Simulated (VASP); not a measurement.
# LaBi (Fm-3m) in VASP: notebook, part 2 of 2

VASP 6.6.1. The steps go on from the part before.

## 4. Relaxation of cell and atoms, LDA

This run uses another cell than the first one, of 35.37 Å³/atom, 1.064 times its volume.

INCAR

```
SYSTEM = LaBi
  PREC = Accurate
  ENCUT = 600
  EDIFF = 1E-6
  ISMEAR = -1
  SIGMA = 0.1
  LREAL = .FALSE.
  LASPH = .TRUE.
  NELM = 60
  ALGO = Normal
  ISIF = 3
  LWAVE = .FALSE.
  LCHARG = .FALSE.
  IBRION = 2
  NSW = 80
  EDIFFG = -0.01
```

KPOINTS

```
Automatic mesh
0
G
  9 9 9
  0 0 0
```

POSCAR

```
LaBi
1.0
    0.0000000000      3.2825000000      3.2825000000
    3.2825000000      0.0000000000      3.2825000000
    3.2825000000      3.2825000000      0.0000000000
La Bi
1 1
Direct
    0.0000000000      0.0000000000      0.0000000000
    0.5000000000      0.5000000000      0.5000000000
```

Potentials or basis: VASP PAW LDA potentials, release 64 (La, Bi_d).

Started as:

```console
$ cat potpaw_LDA.64/La/POTCAR potpaw_LDA.64/Bi_d/POTCAR > POTCAR
$ mpirun -np 1 vasp_std > vasp.out
```

OUTCAR:

```text
SYSTEM = LaBi
   PREC = Accurate
   ENCUT = 600
   EDIFF = 1E-6
   ISMEAR = -1
   LREAL = .FALSE.
   LASPH = .TRUE.
   NELM = 60
   ISIF = 3
   IBRION = 2
   NSW = 80
   EDIFFG = -0.01

 ion  position               nearest neighbor table
   1  0.000  0.000  0.000-   2 3.28   2 3.28   2 3.28   2 3.28   2 3.28   2 3.28
   2  0.500  0.500  0.500-   1 3.28   1 3.28   1 3.28   1 3.28   1 3.28   1 3.28

  LATTYP: Found a face centered cubic cell.
 ALAT       =     6.5650000000

  Lattice vectors:

 A1 = (   0.0000000000,   3.2825000000,   3.2825000000)
 A2 = (   3.2825000000,   0.0000000000,   3.2825000000)
 A3 = (   3.2825000000,   3.2825000000,   0.0000000000)

Analysis of symmetry for initial positions (statically):
=====================================================================
 Subroutine PRICEL returns:
 Original cell was already a primitive cell.

 Routine SETGRP: Setting up the symmetry group for a
 face centered cubic supercell.

 Subroutine GETGRP returns: Found 48 space group operations
 (whereof 48 operations were pure point group operations)
 out of a pool of 48 trial point group operations.

The static configuration has the point symmetry O_h .

Analysis of symmetry for dynamics (positions and initial velocities):
=====================================================================
 Subroutine PRICEL returns:
 Original cell was already a primitive cell.

 Routine SETGRP: Setting up the symmetry group for a
 face centered cubic supercell.

 Subroutine GETGRP returns: Found 48 space group operations
 (whereof 48 operations were pure point group operations)
 out of a pool of 48 trial point group operations.

The dynamic configuration has the point symmetry O_h .

 Subroutine INISYM returns: Found 48 space group operations
 (whereof 48 operations are pure point group operations),
 and found     1 'primitive' translations

----------------------------------------------------------------------------------------

                                     Primitive cell

  volume of cell :      70.7366

  direct lattice vectors                    reciprocal lattice vectors
     0.000000000  3.282500000  3.282500000    -0.152322925  0.152322925  0.152322925
     3.282500000  0.000000000  3.282500000     0.152322925 -0.152322925  0.152322925
     3.282500000  3.282500000  0.000000000     0.152322925  0.152322925 -0.152322925

  length of vectors
     4.642156018  4.642156018  4.642156018     0.263831045  0.263831045  0.263831045

  position of ions in fractional coordinates (direct lattice)
     0.000000000  0.000000000  0.000000000
     0.500000000  0.500000000  0.500000000

  ion indices of the primitive-cell ions
   primitive index   ion index
                 1           1
                 2           2

----------------------------------------------------------------------------------------

 KPOINTS: Automatic mesh

Automatic generation of k-mesh.
 Grid dimensions read from file:
 generate k-points for:    9    9    9

 Generating k-lattice:

  Cartesian coordinates                     Fractional coordinates (reciprocal lattice)
    -0.016924769  0.016924769  0.016924769     0.111111111  0.000000000  0.000000000
     0.016924769 -0.016924769  0.016924769     0.000000000  0.111111111  0.000000000
     0.016924769  0.016924769 -0.016924769     0.000000000  0.000000000  0.111111111

  Length of vectors
     0.029314561  0.029314561  0.029314561

  Shift w.r.t. Gamma in fractional coordinates (k-lattice)
     0.000000000  0.000000000  0.000000000

 Subroutine IBZKPT returns following result:
 ===========================================

 Found     35 irreducible k-points:

 Following reciprocal coordinates:
            Coordinates               Weight
  0.000000  0.000000  0.000000      1.000000
  0.111111  0.000000  0.000000      8.000000
  0.222222  0.000000  0.000000      8.000000
  0.333333  0.000000  0.000000      8.000000
  0.444444  0.000000  0.000000      8.000000
  0.111111  0.111111  0.000000      6.000000
[... 16 lines left out ...]
 -0.333333  0.333333  0.000000     12.000000
  0.444444  0.444444  0.000000      6.000000
 [... further k-points ...]
   k-points           NKPTS =     35   k-points in BZ     NKDIM =     35   number of bands    NBANDS=     17
   number of dos      NEDOS =    301   number of ions     NIONS =      2
   total plane-waves  NPLWV =  64000
   dimension x,y,z NGX =    40 NGY =   40 NGZ =   40
   dimension x,y,z NGXF=    80 NGYF=   80 NGZF=   80
   ions per type =               1   1
   NGX,Y,Z   is equivalent  to a cutoff of  14.32, 14.32, 14.32 a.u.
   NGXF,Y,Z  is equivalent  to a cutoff of  28.65, 28.65, 28.65 a.u.
 SYSTEM =  LaBi
   PREC   = accura    normal or accurate (medium, high low for compatibility)
   ISTART =      0    job   : 0-new  1-cont  2-samecut
   ICHARG =      2    charge: 1-file 2-atom 10-const
   ISPIN  =      1    spin polarized calculation?
   LNONCOLLINEAR =      F non collinear calculations
   LSORBIT =      F    spin-orbit coupling
   LASPH  =      T    aspherical Exc in radial PAW
   ENCUT  =  600.0 eV  44.10 Ry    6.64 a.u.   9.27  9.27  9.27*2*pi/ulx,y,z
   NELM   =     60;   NELMIN=  2; NELMDL= -5     # of ELM steps
   EDIFF  = 0.1E-05   stopping-criterion for ELM
   LREAL  =      F    real-space projection
   EDIFFG = -.1E-01   stopping-criterion for IOM
   NSW    =     80    number of steps for IOM
   IBRION =      2    ionic relax: 0-MD 1-quasi-New 2-CG
   NFREE  =      1    steps in history (QN), initial steepest desc. (CG)
   ISIF   =      3    stress and relaxation
   ISYM   =      2    0-nonsym 1-usesym 2-fastsym
   POTIM  = 0.5000    time-step for ionic-motion
   TEBEG  =    0.0;   TEEND  =   0.0 temperature during run
   PSTRESS=    0.0 pullay stress
   NELECT =      26.0000    total number of electrons
   NUPDOWN=      -1.0000    fix difference up-down
   EMIN   =  10.00;   EMAX   =-10.00  energy-range for DOS
   EFERMI =   0.00;   METHOD = LEGACY
   ISMEAR =    -1;   SIGMA  =   0.10  broadening in eV -4-tet -1-fermi 0-gaus
   EFERMI_NEDOS =   21; number of points for ismear=-14 and -15
   IALGO  =     38    algorithm
   IMIX   =      4    mixing-type and parameters
     AMIX     =   0.40;   BMIX     =  1.00
     AMIX_MAG =   1.60;   BMIX_MAG =  1.00
  volume/ion in A,a.u.               =      35.37       238.68
  Fermi-wavevector in a.u.,A,eV,Ry     =   1.172694  2.216070 18.710871  1.375210
  Thomas-Fermi vector in A             =   2.309118
   LORBIT       =      0    0 simple, 1 ext, 2 COOP (PROOUT), +10 PAW based schemes
   GGA     = CA    functional components
   LHFCALC =     F    Hartree Fock is set to
   AEXX    =    0.0000 exact exchange contribution
   IVDW    =     0    specifies the selected vdW correction
   LEPSILON=     F    determine dielectric tensor
   LRPA    =     F    only Hartree local field effects (RPA)
 conjugate gradient relaxation of ions
 non-spin polarized calculation
  energy-cutoff  :      600.00
  volume of cell :       70.74
 maximum number of plane-waves:      2397
 NGX is ok and might be reduce to    40
   NGX = 19   NGY = 19   NGZ = 19

--------------------------------------- Ionic step        1  -------------------------------------------

 number of electron      25.9999998 magnetization

 Free energy of the ion-electron system (eV)
  ---------------------------------------------------
  ext. energy  EPLUGINS =         0.00000000
  ---------------------------------------------------
  free energy    TOTEN  =       -12.29183258 eV

  energy without entropy =      -12.28033765  energy(sigma->0) =      -12.28608511

------------------------ aborting loop because EDIFF is reached ----------------------------------------

  FORCE on cell =-STRESS in cart. coord.  units (eV):
  Direction    XX          YY          ZZ          XY          YZ          ZX
  --------------------------------------------------------------------------------------
  -------------------------------------------------------------------------------------
  Total       -0.6658199     -0.6658199     -0.6658199      0.0000000     -0.0000000     -0.0000000
  in kB      -15.0807583    -15.0807583    -15.0807583      0.0000000     -0.0000000     -0.0000000
  external PRESSURE =     -15.0807583 kB  Pullay stress =       0.0000000 kB
[... 23 lines left out ...]
--------------------------------------- Ionic step        2  -------------------------------------------

 number of electron      26.0000002 magnetization

 E-fermi :   7.2206     XC(G=0): -10.0300

 val. band max:        7.1862289407   @ k =   0.1111   0.1111   0.0000
 cond. band min:       7.4511745819   @ k =  -0.4444   0.4444   0.0000
 fundamental gap:      0.2649456412
 Fermi energy:         7.2205788407

 k-point     1 :       0.0000    0.0000    0.0000
  band No.  band energies     occupation
      1     -25.2184      2.00000
      2     -14.4894      2.00000
      3     -14.4894      2.00000
      4     -14.4277      2.00000
      5     -14.4277      2.00000
      6     -14.4277      2.00000
[... 506 lines left out ...]
--------------------------------------- Ionic step        3  -------------------------------------------

 number of electron      26.0000001 magnetization

 Free energy of the ion-electron system (eV)
  ---------------------------------------------------
  ext. energy  EPLUGINS =         0.00000000
  ---------------------------------------------------
  free energy    TOTEN  =       -12.30132584 eV

  energy without entropy =      -12.28957133  energy(sigma->0) =      -12.29544859

 E-fermi :   7.0174     XC(G=0):  -9.9393

 val. band max:        6.9748263725   @ k =   0.1111   0.1111   0.0000
 cond. band min:       7.2419048882   @ k =   0.0000   0.0000   0.0000
 fundamental gap:      0.2670785157
 Fermi energy:         7.0173509116

 k-point     1 :       0.0000    0.0000    0.0000
  band No.  band energies     occupation
      1     -25.4850      2.00000
      2     -14.6730      2.00000
      3     -14.6730      2.00000
      4     -14.6146      2.00000
      5     -14.6146      2.00000
      6     -14.6146      2.00000
[... 500 lines left out ...]
  FREE ENERGIE OF THE ION-ELECTRON SYSTEM (eV)
  ---------------------------------------------------
  free  energy   TOTEN  =       -12.3013258416 eV

  energy  without entropy=      -12.2895713297  energy(sigma->0) =      -12.29544859

 reached required accuracy - stopping structural energy minimisation
```

OSZICAR:

```text
N       E                     dE             d eps       ncg     rms          rms(c)
DAV:   1     0.274706046991E+03    0.27471E+03   -0.12590E+04  1198   0.239E+03
DAV:   2     0.206726330295E+02   -0.25403E+03   -0.25055E+03  1654   0.399E+02
DAV:   3    -0.106655893010E+02   -0.31338E+02   -0.30228E+02  1710   0.182E+02
[... 26 lines left out ...]
DAV:   4    -0.123013370550E+02    0.14171E-05   -0.26882E-03  2050   0.590E-01    0.558E-02
DAV:   5    -0.123013637570E+02   -0.26702E-04   -0.69878E-04  1945   0.272E-01    0.283E-02
DAV:   6    -0.123013276652E+02    0.36092E-04   -0.13830E-04  1978   0.121E-01    0.160E-02
DAV:   7    -0.123013263307E+02    0.13344E-05   -0.60527E-05  2243   0.531E-02    0.447E-03
DAV:   8    -0.123013258416E+02    0.48913E-06   -0.75647E-06  1627   0.224E-02
   3 F= -.12301326E+02 E0= -.12295449E+02  d E =-.949326E-02
```

CONTCAR:

```text
LaBi
   1.00000000000000
     0.0000000000000000    3.2517949729536859    3.2517949729536859
     3.2517949729536859   -0.0000000000000000    3.2517949729536859
     3.2517949729536859    3.2517949729536859    0.0000000000000000
  La              Bi
     1     1
Direct
     0.0000000000000000    0.0000000000000000    0.0000000000000000
     0.5000000000000000    0.5000000000000000    0.5000000000000000

  0.00000000E+00  0.00000000E+00  0.00000000E+00
  0.00000000E+00  0.00000000E+00  0.00000000E+00
```

It took 96 s on 1 thread of AMD EPYC 9R45 (Zen 5), shared host; peak memory 0.22 GiB.

What came out:

```
Free energy                            : -12.3013 eV
Relaxed volume                         : 34.39 Å³/atom
Relaxed cell                           : a = 4.599 Å, b = 4.599 Å, c = 4.599 Å, α = 60.00°, β = 60.00°, γ = 60.00°
Space group after relaxing (to 0.05 Å) : Fm-3m (No. 225)
Energy gained by relaxing              : 4.7 meV/atom
Ionic steps                            : 3
Pressure after relaxing                : 0.0 GPa
Band gap on the k mesh                 : zero (band 13 reaches 7.24 eV, above the bottom of band 14 at 6.73 eV)
```

The path:
```csv
step,energy change (eV),largest force (eV/Å),pressure (GPa),volume (Å³)
1,0.0000,0.0000,-1.51,70.74
2,-0.0044,0.0000,1.21,67.38
3,-0.0095,0.0000,-0.01,68.77
```

Final structure:
```
CELL_PARAMETERS angstrom
0.00000 3.25179 3.25179
3.25179 0.00000 3.25179
3.25179 3.25179 0.00000
ATOMIC_POSITIONS crystal
La 0.00000 0.00000 0.00000
Bi 0.50000 0.50000 0.50000
```

Levels at points of the mesh, in eV from the Fermi level:
| k point | band 11 | band 12 | band 13 | band 14 | band 15 | band 16 |
| --- | --- | --- | --- | --- | --- | --- |
| (0.00, 0.00, 0.00) | 0.22 | 0.22 | 0.22 | 1.20 | 1.20 | 1.20 |

Caveat: spin-orbit coupling is left out, which moves the levels of the heavy elements. LDA usually gives volumes a few per cent too small.

## 5. Relaxation of cell and atoms, LDA, target pressure 2 GPa, at which the enthalpy is minimised

This run uses another cell than the first one, of 35.37 Å³/atom, 1.064 times its volume.

INCAR

```
PREC = Accurate
ENCUT = 600
EDIFF = 1E-7
ISMEAR = -1
SIGMA = 0.1
LREAL = False
LASPH = True
NELM = 60
ALGO = Normal
ISIF = 3
LWAVE = False
LCHARG = False
GGA = CA
IBRION = 2
NSW = 80
EDIFFG = -0.01
PSTRESS = 20.0
```

KPOINTS

```
regular mesh
0
Gamma
  9 9 9
```

POSCAR is that of step 4.

Started as:

```console
$ cat potpaw_LDA.64/La/POTCAR potpaw_LDA.64/Bi_d/POTCAR > POTCAR
$ mpirun -np 1 vasp_std > vasp.out
```

Wall time 1.8 min (1 thread of AMD EPYC 9R45 (Zen 5), shared host); peak memory 0.22 GiB.

Results (log left out):

* Free energy: -12.2882 eV
* Relaxed volume: 33.29 Å³/atom
* Relaxed cell: a = 4.549 Å, b = 4.549 Å, c = 4.549 Å, α = 60.00°, β = 60.00°, γ = 60.00°
* Space group after relaxing (to 0.05 Å): Fm-3m (No. 225)
* Energy change on relaxing (the enthalpy is what falls): +1.8 meV/atom
* Ionic steps: 3
* Pressure after relaxing: 2.0 GPa
* Band gap on the k mesh: zero (band 13 reaches 7.60 eV, above the bottom of band 14 at 7.09 eV)

Step by step:
| step | energy change (eV) | largest force (eV/Å) | pressure (GPa) | volume (Å³) |
| --- | --- | --- | --- | --- |
| 1 | 0.0000 | 0.0000 | -1.51 | 70.74 |
| 2 | 0.0864 | 0.0000 | 5.85 | 63.10 |
| 3 | 0.0036 | 0.0000 | 1.97 | 66.57 |

Final structure:
```
La Bi
1.0
     0.00000    3.21676    3.21676
     3.21676    0.00000    3.21676
     3.21676    3.21676    0.00000
La Bi
1 1
Direct
  0.00000 0.00000 0.00000
  0.50000 0.50000 0.50000
```

Levels at points of the mesh, in eV from the Fermi level:
```tsv
k point	band 11	band 12	band 13	band 14	band 15	band 16
(0.00, 0.00, 0.00)	0.25	0.25	0.25	1.21	1.21	1.21
```

Caveat: the cell is relaxed towards a set pressure, so the enthalpy falls and the energy may rise; spin-orbit coupling is left out, which moves the levels of the heavy elements.

## 6. Relaxation of cell and atoms, LDA, target pressure 4 GPa, at which the enthalpy is minimised

This run uses another cell than the first one, of 35.37 Å³/atom, 1.064 times its volume.

INCAR

```
SYSTEM = LaBi
  ALGO = Normal
  EDIFF = 1E-7
  EDIFFG = -0.01
  ENCUT = 600
  GGA = CA
  IBRION = 2
  ISIF = 3
  ISMEAR = -1
  LASPH = .True.
  LCHARG = .False.
  LREAL = .False.
  LWAVE = .False.
  NELM = 100
  NSW = 80
  PREC = Accurate
  PSTRESS = 40.0
  SIGMA = 0.1
```

KPOINTS

```
k-points
0
Gamma
  9 9 9
  0 0 0
```

POSCAR is that of step 5.

Potentials or basis: VASP PAW LDA potentials, release 64 (La, Bi_d).

Started as:

```console
$ cat potpaw_LDA.64/La/POTCAR potpaw_LDA.64/Bi_d/POTCAR > POTCAR
$ mpirun -np 1 vasp_std > vasp.out
```

Run time: 2.3 min. Hardware: 1 thread of AMD EPYC 9R45 (Zen 5), shared host; peak memory 0.23 GiB.

The run converged. Its results:

```
Free energy                                            : -12.2518 eV
Relaxed volume                                         : 32.31 Å³/atom
Relaxed cell                                           : a = 4.504 Å, b = 4.504 Å, c = 4.504 Å, α = 60.00°, β = 60.00°, γ = 60.00°
Space group after relaxing (to 0.05 Å)                 : Fm-3m (No. 225)
Energy change on relaxing (the enthalpy is what falls) : +20.0 meV/atom
Ionic steps                                            : 4
Pressure after relaxing                                : 4.0 GPa
Band gap on the k mesh                                 : zero (band 13 reaches 7.93 eV, above the bottom of band 14 at 7.43 eV)
```

Step by step:
| step | energy change (eV) | largest force (eV/Å) | pressure (GPa) | volume (Å³) |
| --- | --- | --- | --- | --- |
| 1 | 0.0000 | 0.0000 | -1.51 | 70.74 |
| 2 | 0.3103 | 0.0000 | 12.03 | 59.00 |
| 3 | 0.0371 | 0.0000 | 3.90 | 64.73 |
| 4 | 0.0400 | 0.0000 | 4.02 | 64.61 |

Final structure:
```yaml
crystal:
  lattice:
    - [0.00000, 3.18489, 3.18489]
    - [3.18489, 0.00000, 3.18489]
    - [3.18489, 3.18489, 0.00000]
  atoms:
    - { symbol: La, position: [0.00000, 0.00000, 0.00000] }
    - { symbol: Bi, position: [0.50000, 0.50000, 0.50000] }
```

Levels at points of the mesh, in eV from the Fermi level:
```tsv
k point	band 11	band 12	band 13	band 14	band 15	band 16
(0.00, 0.00, 0.00)	0.28	0.28	0.28	1.21	1.21	1.21
```

Caveat: the cell is relaxed towards a set pressure, so the enthalpy falls and the energy may rise; spin-orbit coupling is left out, which moves the levels of the heavy elements.

## 7. Summary

| task | cell | cutoff (eV) | gap on the mesh (eV) | pressure (GPa) |
| --- | --- | --- | --- | --- |
| single point | a = 4.548 Å, angles 60.0°, 2 atoms | 520 | none | 2.0 |
| single point | a = 4.599 Å, angles 60.0°, 2 atoms | 520 | none | 0.0 |
| relaxation of cell and atoms | relaxed from a = 4.642 Å, angles 60.0°, 2 atoms | 600 | none | 0.0 |
| relaxation of cell and atoms | relaxed to 2 GPa from a = 4.642 Å, angles 60.0°, 2 atoms | 600 | none | 2.0 |
| relaxation of cell and atoms | relaxed to 4 GPa from a = 4.642 Å, angles 60.0°, 2 atoms | 600 | none | 4.0 |

Alike in all rows: level LDA; potentials or basis VASP PAW LDA potentials, release 64 (La, Bi_d); no spin polarisation; k mesh 9 × 9 × 9; smearing fermi-dirac 0.1 eV.

Caveats: spin-orbit coupling is left out, which moves the levels of the heavy elements; the cell is relaxed towards a set pressure, so the enthalpy falls and the energy may rise (some runs).

Total energies depend on the potentials used, so only differences within one code and one set of settings carry meaning.
